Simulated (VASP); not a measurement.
Input of a VASP 6.6.1 run:

The input INCAR:

```
  ALGO = Normal
  EDIFF = 1E-6
  ENCUT = 520
  GGA = PE
  ISIF = 2
  ISMEAR = 0
  ISPIN = 2
  LASPH = True
  LCHARG = False
  LMAXMIX = 4
  LORBIT = 11
  LREAL = False
  LWAVE = False
  MAGMOM = 1 0 0 0 0
  NBANDS = 32
  NELM = 150
  PREC = Accurate
  SIGMA = 0.1
```

File KPOINTS:

```
k-points
0
Gamma
  4 4 4
```

POSCAR

```
HfZrS3
1.0
    4.8650080051      0.0000000000      0.0000000000
    0.0000000000      4.8650080051      0.0000000000
    0.0000000000      0.0000000000      4.8650080051
Zr Hf S
1 1 3
Direct
    0.5000000000      0.5000000000      0.5000000000
    0.0000000000      0.0000000000      0.0000000000
    0.0000000000      0.5000000000      0.5000000000
    0.5000000000      0.5000000000      0.0000000000
    0.5000000000      0.0000000000      0.5000000000
```

Potentials or basis: VASP PAW PBE potentials, release 64 (Zr_sv, Hf_pv, S).

Command:

```sh
$ cat potpaw_PBE.64/Zr_sv/POTCAR potpaw_PBE.64/Hf_pv/POTCAR potpaw_PBE.64/S/POTCAR > POTCAR
$ mpirun -np 1 vasp_std > vasp.out
```

Task: Estimate the band gap on the k mesh.

Result: Zero (filled and empty bands overlap).

Task: What does it give for the pressure?

Result: -0.2 GPa.

Caveat: spin-orbit coupling is left out, which moves the levels of the heavy elements.
